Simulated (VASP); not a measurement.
# Ta2MnSe6 (Fm-3m) in VASP: further runs, part 2 of 2

VASP 6.6.1. The steps go on from the part before.

## (3) Single point, PBE, collinear spin, ferromagnetic start (atoms taken out)

The input, INCAR:

```
SYSTEM = Ta2MnSe6
  ALGO = Normal
  EDIFF = 1E-7
  ENCUT = 520
  GGA = PE
  ISIF = 2
  ISMEAR = 0
  ISPIN = 2
  LASPH = .TRUE.
  LCHARG = .FALSE.
  LMAXMIX = 4
  LORBIT = 11
  LREAL = .FALSE.
  LWAVE = .FALSE.
  MAGMOM = 0 0 4 0 0 0 0 0 0
  NBANDS = 50
  NELM = 150
  PREC = Accurate
  SIGMA = 0.1
```

The input, KPOINTS:

```
k-points
0
G
  4 4 4
  0 0 0
```

The input, POSCAR:

```
Ta2MnSe6
1.0
    0.0000000000      4.9819439400      4.9819439400
    4.9819439400      0.0000000000      4.9819439400
    4.9819439400      4.9819439400      0.0000000000
Ta Mn Se
2 1 6
Direct
    0.2500000000      0.2500000000      0.2500000000
    0.7500000000      0.7500000000      0.7500000000
    0.0000000000      0.0000000000      0.0000000000
    0.7500000000      0.2500000000      0.2500000000
    0.2500000000      0.7500000000      0.7500000000
    0.2500000000      0.7500000000      0.2500000000
    0.7500000000      0.2500000000      0.7500000000
    0.2500000000      0.2500000000      0.7500000000
    0.7500000000      0.7500000000      0.2500000000
```

Potentials or basis: VASP PAW PBE potentials, release 64 (Ta_pv, Mn_pv, Se).

Started as:

```bash
$ cat potpaw_PBE.64/Ta_pv/POTCAR potpaw_PBE.64/Mn_pv/POTCAR potpaw_PBE.64/Se/POTCAR > POTCAR
$ mpirun -np 1 vasp_std > vasp.out
```

OUTCAR:

```text
SYSTEM = Ta2MnSe6
   EDIFF = 1E-7
   ENCUT = 520
   GGA = PE
   ISIF = 2
   ISMEAR = 0
   ISPIN = 2
   LASPH = .TRUE.
   LORBIT = 11
   LREAL = .FALSE.
   NELM = 150
   PREC = Accurate

 ion  position               nearest neighbor table
   1  0.250  0.250  0.250-
   2  0.750  0.750  0.750-
   3  0.000  0.000  0.000-   4 2.49   5 2.49   6 2.49   7 2.49   8 2.49   9 2.49
   4  0.750  0.250  0.250-   3 2.49
   5  0.250  0.750  0.750-   3 2.49
   6  0.250  0.750  0.250-   3 2.49
   7  0.750  0.250  0.750-   3 2.49
   8  0.250  0.250  0.750-   3 2.49
   9  0.750  0.750  0.250-   3 2.49

  LATTYP: Found a face centered cubic cell.
 ALAT       =     9.9638878800

  Lattice vectors:

 A1 = (   0.0000000000,   4.9819439400,   4.9819439400)
 A2 = (   4.9819439400,   0.0000000000,   4.9819439400)
 A3 = (   4.9819439400,   4.9819439400,   0.0000000000)

Analysis of symmetry for initial positions (statically):
=====================================================================
 Subroutine PRICEL returns:
 Original cell was already a primitive cell.

 Routine SETGRP: Setting up the symmetry group for a
 face centered cubic supercell.

 Subroutine GETGRP returns: Found 48 space group operations
 (whereof 48 operations were pure point group operations)
 out of a pool of 48 trial point group operations.

The static configuration has the point symmetry O_h .

Analysis of symmetry for dynamics (positions and initial velocities):
=====================================================================
 Subroutine PRICEL returns:
 Original cell was already a primitive cell.

 Routine SETGRP: Setting up the symmetry group for a
 face centered cubic supercell.

 Subroutine GETGRP returns: Found 48 space group operations
 (whereof 48 operations were pure point group operations)
[... 570 lines left out ...]
 Fermi energy:         2.6782912893

 spin component 2

 k-point     1 :       0.0000    0.0000    0.0000
  band No.  band energies     occupation
      1     -44.0283      1.00000
      2     -44.0283      1.00000
      3     -44.0283      1.00000
      4     -33.6488      1.00000
      5     -33.6488      1.00000
      6     -33.6488      1.00000
[... 389 lines left out ...]
     46       4.3433      0.00000
     47       4.6245      0.00000
 [bands above 47 left out]

------------------------ aborting loop because EDIFF is reached ----------------------------------------

  FORCE on cell =-STRESS in cart. coord.  units (eV):
  Direction    XX          YY          ZZ          XY          YZ          ZX
  --------------------------------------------------------------------------------------
  -------------------------------------------------------------------------------------
  Total      -20.1864672    -20.1864672    -20.1864672     -0.0000000     -0.0000000     -0.0000000
  in kB     -130.7809229   -130.7809229   -130.7809229     -0.0000000     -0.0000000     -0.0000000
  external PRESSURE =    -130.7809229 kB  Pullay stress =       0.0000000 kB

 VOLUME and BASIS-vectors are now :
 -----------------------------------------------------------------------------
  energy-cutoff  :      520.00
  volume of cell :      247.30
      direct lattice vectors                 reciprocal lattice vectors
     0.000000000  4.981943940  4.981943940    -0.100362430  0.100362430  0.100362430
     4.981943940  0.000000000  4.981943940     0.100362430 -0.100362430  0.100362430
     4.981943940  4.981943940  0.000000000     0.100362430  0.100362430 -0.100362430

 POSITION                                       TOTAL-FORCE (eV/Angst)
 -----------------------------------------------------------------------------------
      2.49097      2.49097      2.49097         0.000000      0.000000      0.000000
      7.47292      7.47292      7.47292        -0.000000     -0.000000     -0.000000
      0.00000      0.00000      0.00000         0.000000      0.000000      0.000000
      2.49097      4.98194      4.98194        -0.496746      0.000000      0.000000
      7.47292      4.98194      4.98194         0.496746      0.000000      0.000000
      4.98194      2.49097      4.98194         0.000000     -0.496746      0.000000
      4.98194      7.47292      4.98194         0.000000      0.496746      0.000000
      4.98194      4.98194      2.49097         0.000000      0.000000     -0.496746
      4.98194      4.98194      7.47292         0.000000      0.000000      0.496746
 -----------------------------------------------------------------------------------
    total drift:                                0.000000      0.000000      0.000000

  FREE ENERGIE OF THE ION-ELECTRON SYSTEM (eV)
  ---------------------------------------------------
  free  energy   TOTEN  =       -45.1135272421 eV

  energy  without entropy=      -45.0419298485  energy(sigma->0) =      -45.07772855

 total charge

# of ion       s       p       d       tot
------------------------------------------
    1        0.273   5.968   1.999   8.240
    2        0.273   5.968   1.999   8.240
    3        0.296   6.308   4.933  11.536
    4        1.499   2.155   0.023   3.677
    5        1.499   2.155   0.023   3.677
    6        1.499   2.155   0.023   3.677
    7        1.499   2.155   0.023   3.677
    8        1.499   2.155   0.023   3.677
    9        1.499   2.155   0.023   3.677
--------------------------------------------------
tot          9.833  31.172   9.072  50.076

 magnetization (x)

# of ion       s       p       d       tot
------------------------------------------
    1        0.003   0.001  -0.026  -0.022
    2        0.003   0.001  -0.026  -0.022
    3        0.024   0.026   2.923   2.973
    4       -0.001  -0.061   0.001  -0.061
    5       -0.001  -0.061   0.001  -0.061
    6       -0.001  -0.061   0.001  -0.061
    7       -0.001  -0.061   0.001  -0.061
    8       -0.001  -0.061   0.001  -0.061
    9       -0.001  -0.061   0.001  -0.061
--------------------------------------------------
tot          0.024  -0.337   2.876   2.563
```

OSZICAR:

```text
N       E                     dE             d eps       ncg     rms          rms(c)
DAV:   1     0.548976437337E+03    0.54898E+03   -0.33414E+04  1744   0.127E+03
DAV:   2    -0.667962423196E+01   -0.55566E+03   -0.53031E+03  1786   0.306E+02
[... 13 lines left out ...]
DAV:  16    -0.451135600760E+02   -0.63344E-04   -0.47910E-04  1768   0.778E-02    0.737E-02
DAV:  17    -0.451135282320E+02    0.31844E-04   -0.18950E-04  1722   0.458E-02    0.261E-02
DAV:  18    -0.451135286751E+02   -0.44305E-06   -0.20874E-05  1656   0.160E-02    0.143E-02
DAV:  19    -0.451135277021E+02    0.97296E-06   -0.71332E-06  1718   0.101E-02    0.732E-03
DAV:  20    -0.451135272998E+02    0.40237E-06   -0.11818E-06  1560   0.445E-03    0.409E-03
DAV:  21    -0.451135272421E+02    0.57624E-07   -0.31311E-07  1094   0.280E-03
   1 F= -.45113527E+02 E0= -.45077729E+02  d E =-.715974E-01  mag=     2.5866
```

stdout:

```text
POSCAR found type information on POSCAR TaMnSe
 POSCAR found :  3 types and       9 ions
 scaLAPACK will be used
 LDA part: xc-table for (Slater+PW92), standard interpolation
 POSCAR, INCAR and KPOINTS ok, starting setup
 FFT: planning ... GRIDC
 FFT: planning ... GRID_SOFT
 FFT: planning ... GRID
 WAVECAR not read
 entering main loop
```

It took 13 min on 1 thread of Intel Xeon 8259CL, shared host; peak memory 0.6 GiB.

What came out:

| Quantity | Value |
| --- | --- |
| Free energy | -45.1135 eV |
| Pressure | -13.1 GPa |
| Net moment | 2.59 μB per cell |
| Site moments | Ta -0.02; Mn +2.97; Se -0.06 μB |
| Valence electrons inside the program's atomic spheres | Ta 8.24; Mn 11.54; Se 3.68 |

Levels at points of the mesh, in eV from the Fermi level:
Spin up:
| k point | band 34 | band 35 | band 36 | band 37 | band 38 | band 39 | band 40 | band 41 |
| --- | --- | --- | --- | --- | --- | --- | --- | --- |
| (0.00, 0.00, 0.00) | -0.23 | -0.07 | -0.07 | -0.07 | 0.05 | 0.05 | 0.05 | 0.17 |
| (0.50, 0.00, 0.00) | -0.28 | -0.21 | -0.21 | -0.16 | -0.11 | 0.16 | 0.16 | 0.18 |
| (0.50, 0.50, 0.00) | -0.61 | -0.61 | -0.36 | -0.05 | 0.01 | 0.18 | 0.24 | 0.33 |
Spin down:
```
           k point  band 31  band 32  band 33  band 34  band 35  band 36  band 37  band 38
(0.00, 0.00, 0.00)    -0.33    -0.12    -0.12    -0.12     0.00     0.00     0.00     0.19
(0.50, 0.00, 0.00)    -0.30    -0.25    -0.25    -0.16    -0.08     0.00     0.00     0.11
(0.50, 0.50, 0.00)    -0.65    -0.65    -0.43    -0.08     0.00     0.12     0.29     0.64
```

Caveat: the cell differs from its parent crystal (atoms taken out); the cell stands under tension; spin-orbit coupling is left out, which moves the levels of the heavy elements; a cell with one magnetic atom can't hold antiferromagnetic order, which such compounds often take; semilocal functionals often make such compounds metallic where correlation or magnetic order opens a gap, which also shifts bond lengths.
